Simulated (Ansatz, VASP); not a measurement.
TaN: VASP beside Ansatz

File INCAR:

```
SYSTEM = TaN
ALGO     = Normal         ! electronic algorithm
EDIFF    = 1E-6           ! SCF threshold, eV
ENCUT    = 700            ! plane-wave cutoff, eV
GGA_COMPAT= .FALSE.      
ISIF     = 2              ! what is computed and relaxed
ISMEAR   = -1             ! smearing method
LASPH    = .TRUE.         ! aspherical terms in the spheres
LCHARG   = .FALSE.        ! write CHGCAR
LREAL    = .FALSE.        ! projectors in reciprocal space
LWAVE    = .FALSE.        ! write WAVECAR
NBANDS   = 16             ! bands
NELM     = 120            ! most SCF steps
PREC     = Accurate       ! precision mode
SIGMA    = 0.05           ! smearing width, eV
```

Contents of KPOINTS:

```
k-points
0
G
  7 7 7
  0 0 0
```

File POSCAR:

```
TaN
1.0
    2.9380011100      0.0000000000      0.0000000000
   -1.4690005500      2.5443836000      0.0000000000
    0.0000000000      0.0000000000      2.8830022100
Ta N
1 1
Direct
    0.3333333333      0.6666666667      0.5000000000
    0.0000000000      0.0000000000      0.0000000000
```

The input input.yaml:

```yaml
crystal:
  lattice:
    - [2.93800111, 0.0, 0.0]
    - [-1.46900055, 2.5443836, 0.0]
    - [0.0, 0.0, 2.88300221]
  atoms:
    - { symbol: Ta, position: [0.3333333333, 0.6666666667, 0.5] }
    - { symbol: "N", position: [0.0, 0.0, 0.0] }
hamiltonian:
  xc: lda
  pseudopotentials: { kind: paw }
kpoints:
  mp_grid: { grid: [7, 7, 7] }
  band_path:
    path:
      - [[0.0, 0.0, 0.0], [0.5, 0.0, 0.0], [0.3333333333, 0.3333333333, 0.0], [0.0, 0.0, 0.0], [0.0, 0.0, 0.5], [0.5, 0.0, 0.5], [0.3333333333, 0.3333333333, 0.5], [0.0, 0.0, 0.5]]
      - [[0.5, 0.0, 0.5], [0.5, 0.0, 0.0]]
      - [[0.3333333333, 0.3333333333, 0.0], [0.3333333333, 0.3333333333, 0.5]]
    npoints: 14
scf:
  occupations: { method: fermi_dirac, width: 0.05 }
  n_extra_bands: 6
output:
  forces: true
  stress: true
  eigenvalues: true
  fatbands: false
```

Alike in both runs: functional LDA; k mesh 7 × 7 × 7; occupations fermi-dirac, width 0.05 eV; no spin polarisation.

|  | VASP | Ansatz |
| --- | --- | --- |
| version | VASP 6.6.1 | Ansatz 0.2.0 |
| potentials or method | VASP PAW LDA potentials, release 64 (Ta_sv_GW, N) | Ansatz PAW |
| plane-wave cutoff (eV) | 700 | 420 |
| valence electrons in the cell | 18 | 18 |
| task | single point | band structure |

|  | VASP | Ansatz | Ansatz less VASP |
| --- | --- | --- | --- |
| gap on the k mesh at the Fermi level (eV) | none | none | - |
| pressure (GPa) | -10.5 | -11.5 | -1.00 |
| traceless stress, the component that is largest in VASP (GPa) | -1.39 | -1.46 | -0.068 |

LDA's correlation is that of Perdew and Zunger in VASP and of Perdew and Wang (1992) in Ansatz. A gap of «none» marks a metal or a gap that the smearing closes.

Spin-orbit coupling is off throughout.
